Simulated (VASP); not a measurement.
# CuI (F-43m) in VASP: a series of runs

The runs below take CuI through single point, with r2SCAN.

All numbers are computed with VASP 6.6.1; they aren't measurements. Logs are shortened: lines on timing, memory, paths and dates and some standing lists are left out, and cuts for length are marked.

## (1) The cell of the first run

Symmetry: F-43m, No. 216, cubic system. Conventional cell: a = 5.772 Å, b = 5.772 Å, c = 5.772 Å, α = 90.00°, β = 90.00°, γ = 90.00°. Cu (site symmetry -43m) has 4 I at 2.50 Å within 3.3 Å. I (site symmetry -43m) has 4 Cu at 2.50 Å within 3.3 Å.

## (2) Single point, r2SCAN (24.04 Å³/atom)

Contents of POSCAR:

```
CuI
1.0
    0.0000000000      2.8860965667      2.8860965667
    2.8860965667      0.0000000000      2.8860965667
    2.8860965667      2.8860965667      0.0000000000
Cu I
1 1
Direct
    0.2500000000      0.2500000000      0.2500000000
    0.0000000000      0.0000000000      0.0000000000
```

Contents of INCAR.step1:

```
PREC = Accurate
ENCUT = 520
ISMEAR = 0
SIGMA = 0.02
LREAL = F
LASPH = T
NELM = 100
NBANDS = 16
GGA = PE
ALGO = Normal
EDIFF = 1E-4
LWAVE = T
LCHARG = F
```

Contents of INCAR.step2:

```
PREC = Accurate
ENCUT = 520
EDIFF = 1E-7
ISMEAR = 0
SIGMA = 0.02
LREAL = F
LASPH = T
NELM = 100
ALGO = Normal
ISIF = 2
LWAVE = F
LCHARG = F
METAGGA = R2SCAN
LMIXTAU = T
NBANDS = 16
ISTART = 1
```

Contents of KPOINTS:

```
Automatic mesh
0
Gamma
  8 8 8
```

Potentials or basis: VASP PAW PBE potentials, release 64 (Cu, I).

Command:

```console
$ cat potpaw_PBE.64/Cu/POTCAR potpaw_PBE.64/I/POTCAR > POTCAR
$ cp INCAR.step1 INCAR
$ mpirun -np 1 vasp_std > vasp.out
$ cp INCAR.step2 INCAR
$ mpirun -np 1 vasp_std > vasp.out
```

OUTCAR:

```text
PREC = Accurate
   ENCUT = 520
   EDIFF = 1E-7
   ISMEAR = 0
   LREAL = F
   LASPH = T
   NELM = 100
   ISIF = 2
   METAGGA = R2SCAN
   ISTART = 1

 ion  position               nearest neighbor table
   1  0.250  0.250  0.250-   2 2.50   2 2.50   2 2.50   2 2.50
   2  0.000  0.000  0.000-   1 2.50   1 2.50   1 2.50   1 2.50

  LATTYP: Found a face centered cubic cell.
 ALAT       =     5.7721931334

  Lattice vectors:

 A1 = (   0.0000000000,   2.8860965667,   2.8860965667)
 A2 = (   2.8860965667,   0.0000000000,   2.8860965667)
 A3 = (   2.8860965667,   2.8860965667,   0.0000000000)

Analysis of symmetry for initial positions (statically):
=====================================================================
 Subroutine PRICEL returns:
 Original cell was already a primitive cell.

 Routine SETGRP: Setting up the symmetry group for a
 face centered cubic supercell.

 Subroutine GETGRP returns: Found 24 space group operations
 (whereof 24 operations were pure point group operations)
 out of a pool of 48 trial point group operations.

The static configuration has the point symmetry T_d .

Analysis of symmetry for dynamics (positions and initial velocities):
=====================================================================
 Subroutine PRICEL returns:
 Original cell was already a primitive cell.

 Routine SETGRP: Setting up the symmetry group for a
 face centered cubic supercell.

 Subroutine GETGRP returns: Found 24 space group operations
 (whereof 24 operations were pure point group operations)
 out of a pool of 48 trial point group operations.

The dynamic configuration has the point symmetry T_d .

 Subroutine INISYM returns: Found 24 space group operations
 (whereof 24 operations are pure point group operations),
 and found     1 'primitive' translations

----------------------------------------------------------------------------------------

                                     Primitive cell

  volume of cell :      48.0798

  direct lattice vectors                    reciprocal lattice vectors
     0.000000000  2.886096567  2.886096567    -0.173244376  0.173244376  0.173244376
     2.886096567  0.000000000  2.886096567     0.173244376 -0.173244376  0.173244376
     2.886096567  2.886096567  0.000000000     0.173244376  0.173244376 -0.173244376

  length of vectors
     4.081556907  4.081556907  4.081556907     0.300068062  0.300068062  0.300068062

  position of ions in fractional coordinates (direct lattice)
     0.250000000  0.250000000  0.250000000
     0.000000000  0.000000000  0.000000000

  ion indices of the primitive-cell ions
   primitive index   ion index
                 1           1
                 2           2

----------------------------------------------------------------------------------------

 KPOINTS: Automatic mesh

Automatic generation of k-mesh.
 Grid dimensions read from file:
 generate k-points for:    8    8    8

 Generating k-lattice:

  Cartesian coordinates                     Fractional coordinates (reciprocal lattice)
    -0.021655547  0.021655547  0.021655547     0.125000000  0.000000000  0.000000000
     0.021655547 -0.021655547  0.021655547     0.000000000  0.125000000  0.000000000
     0.021655547  0.021655547 -0.021655547     0.000000000  0.000000000  0.125000000

  Length of vectors
     0.037508508  0.037508508  0.037508508

  Shift w.r.t. Gamma in fractional coordinates (k-lattice)
     0.000000000  0.000000000  0.000000000

 Subroutine IBZKPT returns following result:
 ===========================================

 Found     29 irreducible k-points:

 Following reciprocal coordinates:
            Coordinates               Weight
  0.000000  0.000000  0.000000      1.000000
  0.125000  0.000000  0.000000      8.000000
  0.250000  0.000000  0.000000      8.000000
  0.375000  0.000000  0.000000      8.000000
  0.500000  0.000000  0.000000      4.000000
  0.125000  0.125000  0.000000      6.000000
[... 16 lines left out ...]
  0.500000  0.250000  0.125000     48.000000
 -0.375000  0.250000  0.125000     24.000000
 [... further k-points ...]
   k-points           NKPTS =     29   k-points in BZ     NKDIM =     29   number of bands    NBANDS=     16
   number of dos      NEDOS =    301   number of ions     NIONS =      2
   total plane-waves  NPLWV =  27000
   dimension x,y,z NGX =    30 NGY =   30 NGZ =   30
   dimension x,y,z NGXF=    60 NGYF=   60 NGZF=   60
   ions per type =               1   1
   NGX,Y,Z   is equivalent  to a cutoff of  12.22, 12.22, 12.22 a.u.
   NGXF,Y,Z  is equivalent  to a cutoff of  24.44, 24.44, 24.44 a.u.
 SYSTEM =  unknown system
   PREC   = accura    normal or accurate (medium, high low for compatibility)
   ISTART =      1    job   : 0-new  1-cont  2-samecut
   ICHARG =      0    charge: 1-file 2-atom 10-const
   ISPIN  =      1    spin polarized calculation?
   LNONCOLLINEAR =      F non collinear calculations
   LSORBIT =      F    spin-orbit coupling
   LASPH  =      T    aspherical Exc in radial PAW
   ENCUT  =  520.0 eV  38.22 Ry    6.18 a.u.   7.59  7.59  7.59*2*pi/ulx,y,z
   NELM   =    100;   NELMIN=  2; NELMDL=  0     # of ELM steps
   EDIFF  = 0.1E-06   stopping-criterion for ELM
   LREAL  =      F    real-space projection
   EDIFFG = 0.1E-05   stopping-criterion for IOM
   NSW    =      0    number of steps for IOM
   IBRION =     -1    ionic relax: 0-MD 1-quasi-New 2-CG
   NFREE  =      0    steps in history (QN), initial steepest desc. (CG)
   ISIF   =      2    stress and relaxation
   ISYM   =      2    0-nonsym 1-usesym 2-fastsym
   POTIM  = 0.5000    time-step for ionic-motion
   TEBEG  =    0.0;   TEEND  =   0.0 temperature during run
   PSTRESS=    0.0 pullay stress
   NELECT =      18.0000    total number of electrons
   NUPDOWN=      -1.0000    fix difference up-down
   EMIN   =  10.00;   EMAX   =-10.00  energy-range for DOS
   EFERMI =   0.00;   METHOD = LEGACY
   ISMEAR =     0;   SIGMA  =   0.02  broadening in eV -4-tet -1-fermi 0-gaus
   EFERMI_NEDOS =   21; number of points for ismear=-14 and -15
   IALGO  =     38    algorithm
   IMIX   =      4    mixing-type and parameters
     AMIX     =   0.40;   BMIX     =  1.00
     AMIX_MAG =   1.60;   BMIX_MAG =  1.00
  volume/ion in A,a.u.               =      24.04       162.23
  Fermi-wavevector in a.u.,A,eV,Ry     =   1.179899  2.229686 18.941507  1.392161
  Thomas-Fermi vector in A             =   2.316201
   LORBIT       =      0    0 simple, 1 ext, 2 COOP (PROOUT), +10 PAW based schemes
   METAGGA = R2SCAN    functional components
   LHFCALC =     F    Hartree Fock is set to
   AEXX    =    0.0000 exact exchange contribution
   IVDW    =     0    specifies the selected vdW correction
   LEPSILON=     F    determine dielectric tensor
   LRPA    =     F    only Hartree local field effects (RPA)
 non-spin polarized calculation
 Gauss-broadening in eV      SIGMA  =   0.02
  energy-cutoff  :      520.00
  volume of cell :       48.08
 maximum number of plane-waves:      1312
   NGX = 15   NGY = 15   NGZ = 15

 number of electron      17.9999991 magnetization

 Free energy of the ion-electron system (eV)
  ---------------------------------------------------
  ext. energy  EPLUGINS =         0.00000000
  ---------------------------------------------------
  free energy    TOTEN  =       -35.65601861 eV

  energy without entropy =      -35.65601861  energy(sigma->0) =      -35.65601861

 E-fermi :   6.1070     XC(G=0): -10.1967

 val. band max:        5.9990905883   @ k =   0.0000   0.0000   0.0000
 cond. band min:       8.0981967642   @ k =   0.0000   0.0000   0.0000
 fundamental gap:      2.0991061759
 Fermi energy:         6.1070072090

 k-point     1 :       0.0000    0.0000    0.0000
  band No.  band energies     occupation
      1      -9.4286      2.00000
      2       1.4368      2.00000
      3       1.4368      2.00000
      4       1.4368      2.00000
      5       3.4489      2.00000
      6       3.4489      2.00000
[... 8 lines left out ...]
     15      16.2668      0.00000
     16      16.2668      0.00000

 k-point     2 :       0.1250    0.0000    0.0000
  band No.  band energies     occupation
      1      -9.3229      2.00000
      2       1.1346      2.00000
      3       1.4489      2.00000
      4       1.4489      2.00000
      5       3.4400      2.00000
      6       3.4400      2.00000
[... 8 lines left out ...]
     15      15.4419      0.00000
     16      15.6710      0.00000

 k-point     3 :       0.2500    0.0000    0.0000
  band No.  band energies     occupation
      1      -9.0471      2.00000
      2       0.3590      2.00000
      3       1.4738      2.00000
      4       1.4739      2.00000
      5       3.4345      2.00000
      6       3.4346      2.00000
[... 8 lines left out ...]
     15      15.2384      0.00000
     16      15.4219      0.00000

 k-point     4 :       0.3750    0.0000    0.0000
  band No.  band energies     occupation
      1      -8.7340      2.00000
      2      -0.4593      2.00000
      3       1.4916      2.00000
      4       1.4917      2.00000
      5       3.4601      2.00000
      6       3.4602      2.00000
[... 8 lines left out ...]
     15      16.3744      0.00000
     16      16.3745      0.00000

 k-point     5 :       0.5000    0.0000    0.0000
  band No.  band energies     occupation
      1      -8.5900      2.00000
      2      -0.8080      2.00000
      3       1.4965      2.00000
      4       1.4966      2.00000
      5       3.4835      2.00000
      6       3.4836      2.00000
[... 8 lines left out ...]
     15      17.8348      0.00000
     16      17.8349      0.00000

 k-point     6 :       0.1250    0.1250    0.0000
  band No.  band energies     occupation
      1      -9.2876      2.00000
      2       1.1014      2.00000
      3       1.4266      2.00000
      4       1.4266      2.00000
      5       3.4050      2.00000
      6       3.4655      2.00000
[... 8 lines left out ...]
     15      16.2255      0.00000
     16      16.4352      0.00000

 k-point     7 :       0.2500    0.1250    0.0000
  band No.  band energies     occupation
      1      -9.0674      2.00000
      2       0.5552      2.00000
      3       1.4185      2.00000
      4       1.4302      2.00000
      5       3.3737      2.00000
      6       3.4770      2.00000
[... 8 lines left out ...]
     15      16.2542      0.00000
     16      16.8508      0.00000

 k-point     8 :       0.3750    0.1250    0.0000
  band No.  band energies     occupation
      1      -8.7614      2.00000
      2      -0.1831      2.00000
      3       1.3565      2.00000
      4       1.4524      2.00000
      5       3.3911      2.00000
      6       3.4917      2.00000
[... 8 lines left out ...]
     15      16.5581      0.00000
     16      17.0435      0.00000

 k-point     9 :       0.5000    0.1250    0.0000
  band No.  band energies     occupation
      1      -8.5521      2.00000
      2      -0.6548      2.00000
      3       1.2666      2.00000
      4       1.4826      2.00000
      5       3.4240      2.00000
      6       3.4872      2.00000
[... 8 lines left out ...]
     15      17.6651      0.00000
     16      17.8554      0.00000
[... 172 lines left out ...]
 k-point    19 :       0.5000    0.3750    0.0000
  band No.  band energies     occupation
      1      -8.3464      2.00000
      2      -0.5926      2.00000
      3       1.1438      2.00000
      4       1.4114      2.00000
      5       3.3243      2.00000
      6       3.5333      2.00000
[... 8 lines left out ...]
     15      18.2281      0.00000
     16      19.6863      0.00000

 k-point    20 :      -0.3750    0.3750    0.0000
  band No.  band energies     occupation
      1      -8.3199      2.00000
      2      -0.3653      2.00000
      3       0.5665      2.00000
      4       1.4518      2.00000
      5       3.2575      2.00000
      6       3.4759      2.00000
[... 8 lines left out ...]
     15      16.7783      0.00000
     16      20.9793      0.00000

 k-point    21 :       0.5000    0.5000    0.0000
  band No.  band energies     occupation
      1      -8.2985      2.00000
      2      -0.7646      2.00000
      3       1.3958      2.00000
      4       1.3959      2.00000
      5       3.3783      2.00000
      6       3.5615      2.00000
[... 8 lines left out ...]
     15      18.1300      0.00000
     16      19.1678      0.00000

 k-point    22 :       0.3750    0.2500    0.1250
  band No.  band energies     occupation
      1      -8.8294      2.00000
      2       0.1422      2.00000
      3       1.2177      2.00000
      4       1.4725      2.00000
      5       3.3511      2.00000
      6       3.4968      2.00000
[... 8 lines left out ...]
     15      17.2426      0.00000
     16      18.3722      0.00000

 k-point    23 :       0.5000    0.2500    0.1250
  band No.  band energies     occupation
      1      -8.5656      2.00000
      2      -0.2774      2.00000
      3       0.9575      2.00000
      4       1.4693      2.00000
      5       3.3812      2.00000
      6       3.4645      2.00000
[... 8 lines left out ...]
     15      17.6324      0.00000
     16      18.4527      0.00000

 k-point    24 :      -0.3750    0.2500    0.1250
  band No.  band energies     occupation
      1      -8.4469      2.00000
      2      -0.4690      2.00000
      3       0.8440      2.00000
      4       1.4592      2.00000
      5       3.3519      2.00000
      6       3.4590      2.00000
[... 8 lines left out ...]
     15      17.5511      0.00000
     16      18.4814      0.00000

 [... further k-points ...]

------------------------ aborting loop because EDIFF is reached ----------------------------------------

  FORCE on cell =-STRESS in cart. coord.  units (eV):
  Direction    XX          YY          ZZ          XY          YZ          ZX
  --------------------------------------------------------------------------------------
  -------------------------------------------------------------------------------------
  Total        2.3059875      2.3059875      2.3059875      0.0000000      0.0000000     -0.0000000
  in kB       76.8431158     76.8431158     76.8431158      0.0000000      0.0000000     -0.0000000
  external PRESSURE =      76.8431158 kB  Pullay stress =       0.0000000 kB

 VOLUME and BASIS-vectors are now :
 -----------------------------------------------------------------------------
  energy-cutoff  :      520.00
  volume of cell :       48.08
      direct lattice vectors                 reciprocal lattice vectors
     0.000000000  2.886096567  2.886096567    -0.173244376  0.173244376  0.173244376
     2.886096567  0.000000000  2.886096567     0.173244376 -0.173244376  0.173244376
     2.886096567  2.886096567  0.000000000     0.173244376  0.173244376 -0.173244376

 POSITION                                       TOTAL-FORCE (eV/Angst)
 -----------------------------------------------------------------------------------
      1.44305      1.44305      1.44305         0.000000      0.000000      0.000000
      0.00000      0.00000      0.00000        -0.000000     -0.000000     -0.000000
 -----------------------------------------------------------------------------------
    total drift:                               -0.000032     -0.000032     -0.000031

  FREE ENERGIE OF THE ION-ELECTRON SYSTEM (eV)
  ---------------------------------------------------
  free  energy   TOTEN  =       -35.6560186059 eV

  energy  without entropy=      -35.6560186059  energy(sigma->0) =      -35.65601861
```

Run time: 3 min. Hardware: 1 thread of Intel Xeon 8259CL, shared host; peak memory 0.18 GiB.

Results:

- Free energy: -35.6560 eV
- Pressure: 7.7 GPa
- Band gap on the k mesh: 2.10 eV

Caveat: the cell stands under pressure; the PAW data sets were made with another functional, which shifts forces and pressure a little; spin-orbit coupling is left out, which moves the levels of the heavy elements. r2SCAN opens gaps a little over a GGA but as a rule still falls short of measured ones.

[end of part 1 of 2]
